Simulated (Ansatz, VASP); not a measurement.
**La16CO24: VASP beside Ansatz**

```
La O C
1.0
     7.88115    0.00000    0.00000
    -3.94057    6.82527    0.00000
     0.00000    0.00000   12.37572
La O C
16 24 1
Direct
  0.34736 0.15755 0.40084
  0.15950 0.34802 0.10098
  0.33694 0.16702 0.87413
  0.16713 0.33711 0.62671
  0.34168 0.66575 0.37154
  0.16426 0.84794 0.12872
  0.33497 0.67840 0.87377
  0.16546 0.82888 0.62143
  0.84682 0.16328 0.37252
  0.66549 0.34056 0.12880
  0.83025 0.16678 0.87927
  0.67939 0.33607 0.62707
  0.81740 0.65440 0.37462
  0.65491 0.81860 0.12534
  0.83789 0.67176 0.87763
  0.67167 0.83731 0.62339
  0.32204 0.18130 0.20019
  0.18011 0.32087 0.30237
  0.01186 0.99501 0.99628
  0.34059 0.16734 0.66812
  0.16767 0.34036 0.83036
  0.99227 0.00777 0.50438
  0.32806 0.68776 0.17335
  0.16480 0.82853 0.33831
  0.99839 0.52160 0.00289
  0.33707 0.67109 0.68207
  0.16807 0.83721 0.81272
  0.01354 0.48136 0.50545
  0.82919 0.16482 0.16177
  0.68758 0.32748 0.32713
  0.48044 0.01560 0.99678
  0.83720 0.16774 0.68805
  0.67126 0.33705 0.81878
  0.52209 0.99680 0.49672
  0.83821 0.67040 0.18333
  0.67050 0.83870 0.31600
  0.51007 0.50158 0.99995
  0.83707 0.66735 0.67660
  0.66720 0.83734 0.82621
  0.50471 0.51387 0.50137
  0.36703 0.36714 0.25163
```

Alike in both runs: functional PBE; k mesh 1 × 1 × 1; occupations fermi-dirac, width 0.01 eV; no spin polarisation.

Ansatz relaxed the structure, and its values are those at the end. VASP's run is a single point on that final structure, the one shown.

|  | VASP | Ansatz |
| --- | --- | --- |
| version | VASP 6.6.1 | Ansatz 0.2.0 |
| potentials or method | VASP PAW PBE potentials, release 64 (La, O, C), cutoff 520 eV | plane-wave PAW DFT |
| valence electrons in the cell | 324 | 324 |

```csv
,VASP,Ansatz,Ansatz less VASP
rms of the force components (eV/Å),0.025,0.007,-0.0186
```

Spin-orbit coupling is off throughout.
